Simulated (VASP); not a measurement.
# Ag (Fd-3m) in VASP: a series of runs

Ag is run at these levels: PBE; tasks: single point.

Program: VASP 6.6.1. These are calculated values, not measurements. Logs are shortened: lines on timing, memory, paths and dates and some standing lists are left out, and cuts for length are marked.

### Step 1. The cell of the first run

Symmetry: Fd-3m, No. 227, cubic system. The conventional cell has a = 5.977 Å, b = 5.977 Å, c = 5.977 Å, α = 90.00°, β = 90.00°, γ = 90.00°. Within 3.4 Å of Ag (site symmetry -43m) lie 4 Ag at 2.59 Å.

This isn't the form of Ag at room conditions, which is fcc.

### Step 2. Single point, PBE

File INCAR:

```
PREC     = Accurate       # precision mode
ENCUT    = 520            # plane-wave cutoff, eV
EDIFF    = 1E-6           # SCF threshold, eV
ISMEAR   = -1             # smearing method
SIGMA    = 0.05           # smearing width, eV
LREAL    = False          # projectors in reciprocal space
LASPH    = True           # aspherical terms in the spheres
NELM     = 100            # most SCF steps
ALGO     = Normal         # electronic algorithm
ISIF     = 2              # what is computed and relaxed
LWAVE    = False          # write WAVECAR
LCHARG   = False          # write CHGCAR
GGA      = PE             # functional
NBANDS   = 18             # bands
```

File KPOINTS:

```
Automatic mesh
0
Gamma
  14 14 14
```

File POSCAR:

```
Ag
1.0
    0.0000000000      2.9885430285      2.9885430285
    2.9885430285      0.0000000000      2.9885430285
    2.9885430285      2.9885430285      0.0000000000
Ag
2
Direct
    0.0000000000      0.0000000000      0.0000000000
    0.2500000000      0.2500000000      0.2500000000
```

Potentials or basis: VASP PAW PBE potentials, release 64 (Ag).

Command:

```
$ cat potpaw_PBE.64/Ag/POTCAR > POTCAR
$ mpirun -np 1 vasp_std > vasp.out
```

OUTCAR:

```text
PREC = Accurate
   ENCUT = 520
   EDIFF = 1E-6
   ISMEAR = -1
   LREAL = False
   LASPH = True
   NELM = 100
   ISIF = 2
   GGA = PE

 ion  position               nearest neighbor table
   1  0.000  0.000  0.000-   2 2.59   2 2.59   2 2.59   2 2.59
   2  0.250  0.250  0.250-   1 2.59   1 2.59   1 2.59   1 2.59

  LATTYP: Found a face centered cubic cell.
 ALAT       =     5.9770860570

  Lattice vectors:

 A1 = (   0.0000000000,   2.9885430285,   2.9885430285)
 A2 = (   2.9885430285,   0.0000000000,   2.9885430285)
 A3 = (   2.9885430285,   2.9885430285,   0.0000000000)

Analysis of symmetry for initial positions (statically):
=====================================================================
 Subroutine PRICEL returns:
 Original cell was already a primitive cell.

 Routine SETGRP: Setting up the symmetry group for a
 face centered cubic supercell.

 Subroutine GETGRP returns: Found 48 space group operations
 (whereof 24 operations were pure point group operations)
 out of a pool of 48 trial point group operations.

The static configuration has the point symmetry T_d .
 The point group associated with its full space group is O_h .

Analysis of symmetry for dynamics (positions and initial velocities):
=====================================================================
 Subroutine PRICEL returns:
 Original cell was already a primitive cell.

 Routine SETGRP: Setting up the symmetry group for a
 face centered cubic supercell.

 Subroutine GETGRP returns: Found 48 space group operations
 (whereof 24 operations were pure point group operations)
 out of a pool of 48 trial point group operations.

The dynamic configuration has the point symmetry T_d .
 The point group associated with its full space group is O_h .

 Subroutine INISYM returns: Found 48 space group operations
 (whereof 24 operations are pure point group operations),
 and found     1 'primitive' translations

----------------------------------------------------------------------------------------

                                     Primitive cell

  volume of cell :      53.3837

  direct lattice vectors                    reciprocal lattice vectors
     0.000000000  2.988543029  2.988543029    -0.167305605  0.167305605  0.167305605
     2.988543029  0.000000000  2.988543029     0.167305605 -0.167305605  0.167305605
     2.988543029  2.988543029  0.000000000     0.167305605  0.167305605 -0.167305605

  length of vectors
     4.226438083  4.226438083  4.226438083     0.289781809  0.289781809  0.289781809
[... 79 lines left out ...]
   ENCUT  =  520.0 eV  38.22 Ry    6.18 a.u.   7.86  7.86  7.86*2*pi/ulx,y,z
   NELM   =    100;   NELMIN=  2; NELMDL= -5     # of ELM steps
   EDIFF  = 0.1E-05   stopping-criterion for ELM
   LREAL  =      F    real-space projection
   EDIFFG = 0.1E-04   stopping-criterion for IOM
   NSW    =      0    number of steps for IOM
   IBRION =     -1    ionic relax: 0-MD 1-quasi-New 2-CG
   NFREE  =      0    steps in history (QN), initial steepest desc. (CG)
   ISIF   =      2    stress and relaxation
   ISYM   =      2    0-nonsym 1-usesym 2-fastsym
   POTIM  = 0.5000    time-step for ionic-motion
   TEBEG  =    0.0;   TEEND  =   0.0 temperature during run
   PSTRESS=    0.0 pullay stress
   NELECT =      22.0000    total number of electrons
   NUPDOWN=      -1.0000    fix difference up-down
   EMIN   =  10.00;   EMAX   =-10.00  energy-range for DOS
   EFERMI =   0.00;   METHOD = LEGACY
   ISMEAR =    -1;   SIGMA  =   0.05  broadening in eV -4-tet -1-fermi 0-gaus
   EFERMI_NEDOS =   21; number of points for ismear=-14 and -15
   IALGO  =     38    algorithm
   IMIX   =      4    mixing-type and parameters
     AMIX     =   0.40;   BMIX     =  1.00
     AMIX_MAG =   1.60;   BMIX_MAG =  1.00
  volume/ion in A,a.u.               =      26.69       180.13
  Fermi-wavevector in a.u.,A,eV,Ry     =   1.218277  2.302211 20.193767  1.484200
  Thomas-Fermi vector in A             =   2.353569
   LORBIT       =      0    0 simple, 1 ext, 2 COOP (PROOUT), +10 PAW based schemes
   GGA     = PE    functional components
   LHFCALC =     F    Hartree Fock is set to
   AEXX    =    0.0000 exact exchange contribution
   IVDW    =     0    specifies the selected vdW correction
   LEPSILON=     F    determine dielectric tensor
   LRPA    =     F    only Hartree local field effects (RPA)
 non-spin polarized calculation
  energy-cutoff  :      520.00
  volume of cell :       53.38
 maximum number of plane-waves:      1459
   NGX = 15   NGY = 15   NGZ = 15

 number of electron      21.9999996 magnetization

 Free energy of the ion-electron system (eV)
  ---------------------------------------------------
  ext. energy  EPLUGINS =         0.00000000
  ---------------------------------------------------
  free energy    TOTEN  =        -3.78625149 eV

  energy without entropy =       -3.78067345  energy(sigma->0) =       -3.78346247

 E-fermi :   3.5594     XC(G=0):  -9.4243

 val. band max:        3.5551013192   @ k =  -0.4286   0.0714   0.0000
 cond. band min:       3.6041843795   @ k =  -0.2857   0.4286   0.1429
 fundamental gap:      0.0490830603
 Fermi energy:         3.5593855806

 k-point     1 :       0.0000    0.0000    0.0000
  band No.  band energies     occupation
      1      -1.5876      2.00000
      2      -1.2707      2.00000
      3      -1.2707      2.00000
      4      -1.2492      2.00000
      5      -1.2492      2.00000
      6      -1.2492      2.00000
[... 481 lines left out ...]
      5      -0.8337      2.00000
      6      -0.7679      2.00000
[... 10 lines left out ...]
     17      15.8089      0.00000
     18      16.3321      0.00000

 [... further k-points ...]

------------------------ aborting loop because EDIFF is reached ----------------------------------------

  FORCE on cell =-STRESS in cart. coord.  units (eV):
  Direction    XX          YY          ZZ          XY          YZ          ZX
  --------------------------------------------------------------------------------------
  -------------------------------------------------------------------------------------
  Total        1.6275038      1.6275038      1.6275038      0.0000000      0.0000000      0.0000000
  in kB       48.8454441     48.8454441     48.8454441      0.0000000      0.0000000      0.0000000
  external PRESSURE =      48.8454441 kB  Pullay stress =       0.0000000 kB

 VOLUME and BASIS-vectors are now :
 -----------------------------------------------------------------------------
  energy-cutoff  :      520.00
  volume of cell :       53.38
      direct lattice vectors                 reciprocal lattice vectors
     0.000000000  2.988543029  2.988543029    -0.167305605  0.167305605  0.167305605
     2.988543029  0.000000000  2.988543029     0.167305605 -0.167305605  0.167305605
     2.988543029  2.988543029  0.000000000     0.167305605  0.167305605 -0.167305605

 POSITION                                       TOTAL-FORCE (eV/Angst)
 -----------------------------------------------------------------------------------
      0.00000      0.00000      0.00000         0.000000      0.000000      0.000000
      1.49427      1.49427      1.49427        -0.000000     -0.000000     -0.000000
 -----------------------------------------------------------------------------------
    total drift:                               -0.000000      0.000000      0.000000

  FREE ENERGIE OF THE ION-ELECTRON SYSTEM (eV)
  ---------------------------------------------------
  free  energy   TOTEN  =        -3.7862514897 eV

  energy  without entropy=       -3.7806734472  energy(sigma->0) =       -3.78346247
```

stdout:

```text
POSCAR found type information on POSCAR Ag
 POSCAR found :  1 types and       2 ions
 scaLAPACK will be used
 LDA part: xc-table for (Slater+PW92), standard interpolation
 POSCAR, INCAR and KPOINTS ok, starting setup
 FFT: planning ... GRIDC
 FFT: planning ... GRID_SOFT
 FFT: planning ... GRID
 WAVECAR not read
 entering main loop
```

Wall time 39 s (1 thread of Intel Xeon Platinum 8488C (Sapphire Rapids), shared host); peak memory 0.22 GiB.

What came out:

- Free energy: -3.7863 eV
- Pressure: 4.9 GPa
- Band gap on the k mesh: zero (bands 11 and 12 overlap by 1.35 eV)

Caveat: the cell stands under pressure.

### Step 3. Single point, PBE

This run uses another cell than the first one, of 30.08 Å³/atom.

File INCAR:

```
PREC = Accurate ; ENCUT = 520
EDIFF = 1E-6 ; ISMEAR = -1
SIGMA = 0.05 ; LREAL = F
LASPH = T ; NELM = 100
ALGO = Normal ; ISIF = 2
LWAVE = F ; LCHARG = T
GGA = PE ; LELF = T
LVHAR = T ; NBANDS = 18
```

KPOINTS is that of step 2.

File POSCAR:

```
Ag
1.0
    0.0000000000      3.1098358051      3.1098358051
    3.1098358051      0.0000000000      3.1098358051
    3.1098358051      3.1098358051      0.0000000000
Ag
2
Direct
    0.0000000000      0.0000000000      0.0000000000
    0.2500000000      0.2500000000      0.2500000000
```

Potentials or basis: VASP PAW PBE potentials, release 64 (Ag).

Command:

```
$ cat potpaw_PBE.64/Ag/POTCAR > POTCAR
$ mpirun -np 1 vasp_std > vasp.out
```

OUTCAR:

```text
PREC = Accurate
   ENCUT = 520
   EDIFF = 1E-6
   ISMEAR = -1
   LREAL = F
   LASPH = T
   NELM = 100
   ISIF = 2
   GGA = PE

 ion  position               nearest neighbor table
   1  0.000  0.000  0.000-   2 2.69   2 2.69   2 2.69   2 2.69
   2  0.250  0.250  0.250-   1 2.69   1 2.69   1 2.69   1 2.69

  LATTYP: Found a face centered cubic cell.
 ALAT       =     6.2196716102

  Lattice vectors:

[... 689 lines left out ...]
     18      14.4748      0.00000

 [... further k-points ...]

------------------------ aborting loop because EDIFF is reached ----------------------------------------

  FORCE on cell =-STRESS in cart. coord.  units (eV):
  Direction    XX          YY          ZZ          XY          YZ          ZX
  --------------------------------------------------------------------------------------
  -------------------------------------------------------------------------------------
  Total       -0.0185761     -0.0185761     -0.0185761      0.0000000      0.0000000     -0.0000000
  in kB       -0.4947920     -0.4947920     -0.4947920      0.0000000      0.0000000     -0.0000000
  external PRESSURE =      -0.4947920 kB  Pullay stress =       0.0000000 kB

 VOLUME and BASIS-vectors are now :
 -----------------------------------------------------------------------------
  energy-cutoff  :      520.00
  volume of cell :       60.15
      direct lattice vectors                 reciprocal lattice vectors
     0.000000000  3.109835805  3.109835805    -0.160780193  0.160780193  0.160780193
     3.109835805  0.000000000  3.109835805     0.160780193 -0.160780193  0.160780193
     3.109835805  3.109835805  0.000000000     0.160780193  0.160780193 -0.160780193

 POSITION                                       TOTAL-FORCE (eV/Angst)
 -----------------------------------------------------------------------------------
      0.00000      0.00000      0.00000         0.000000      0.000000      0.000000
      1.55492      1.55492      1.55492        -0.000000     -0.000000     -0.000000
 -----------------------------------------------------------------------------------
    total drift:                                0.000000      0.000000      0.000000

  FREE ENERGIE OF THE ION-ELECTRON SYSTEM (eV)
  ---------------------------------------------------
  free  energy   TOTEN  =        -3.8777654509 eV

  energy  without entropy=       -3.8728402729  energy(sigma->0) =       -3.87530286
```

stdout:

```text
POSCAR found type information on POSCAR Ag
 POSCAR found :  1 types and       2 ions
 scaLAPACK will be used
 LDA part: xc-table for (Slater+PW92), standard interpolation
 POSCAR, INCAR and KPOINTS ok, starting setup
 FFT: planning ... GRIDC
 FFT: planning ... GRID_SOFT
 FFT: planning ... GRID
 WAVECAR not read
 entering main loop
```

It took 60 s on 1 thread of Intel Xeon Platinum 8488C (Sapphire Rapids), shared host; peak memory 0.26 GiB.

Results:

| Property | Result |
| --- | --- |
| Free energy | -3.8778 eV |
| Pressure | 0.0 GPa |
| Band gap on the k mesh | zero (bands 11 and 12 overlap by 0.95 eV) |

Levels at points of the mesh, in eV from the Fermi level:
```
           k point  band 9  band 10  band 11  band 12  band 13  band 14
(0.00, 0.00, 0.00)   -3.22    -2.67    -2.67     8.44     8.44     8.44
(0.50, 0.00, 0.00)   -2.71    -2.71    -0.92    -0.54     6.11     6.11
(0.50, 0.50, 0.00)   -2.61    -2.61     0.11     0.11     3.49     3.49
```
